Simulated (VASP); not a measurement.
## BN: single point with PBE

The system is BN.

```
B N
1.0
     0.00000    1.85915    1.85915
     1.85915    0.00000    1.85915
     1.85915    1.85915    0.00000
B N
1 1
Cartesian
  0.0000 0.0000 0.0000
  2.7887 2.7887 2.7887
```

* Program: VASP 6.6.1
* Task: single point
* Functional: PBE
* Potentials or basis: VASP PAW PBE potentials, release 64 (B, N)
* Cutoff: 600 eV
* k mesh: 12 × 12 × 12
* Occupations: gaussian, width 0.05 eV
* Spin: no spin polarisation
* Dipole correction: no
* Further INCAR settings: ALGO = Normal; EDIFF = 1e-06; NBANDS = 11

```yaml
Pressure: -24.9 GPa
Band_gap_on_the_k_mesh: 4.36 eV (least direct gap 8.42 eV)
```

Levels at points of the mesh, in eV from the valence-band top:
```csv
k point,band 2,band 3,band 4,band 5,band 6,band 7
"(0.00, 0.00, 0.00)",0.00,0.00,0.00,8.42,8.42,8.42
"(0.50, 0.00, 0.00)",-9.94,-1.79,-1.79,9.07,10.24,10.24
"(0.50, 0.50, 0.00)",-8.39,-4.50,-4.50,4.36,8.75,16.65
```

It took 4.3 s on 1 thread of Intel(R) Xeon(R) 6975P-C (Granite Rapids) (shared host), peak memory 0.13 GiB.

Caveat: the cell stands under tension. A k mesh can miss the band edges.
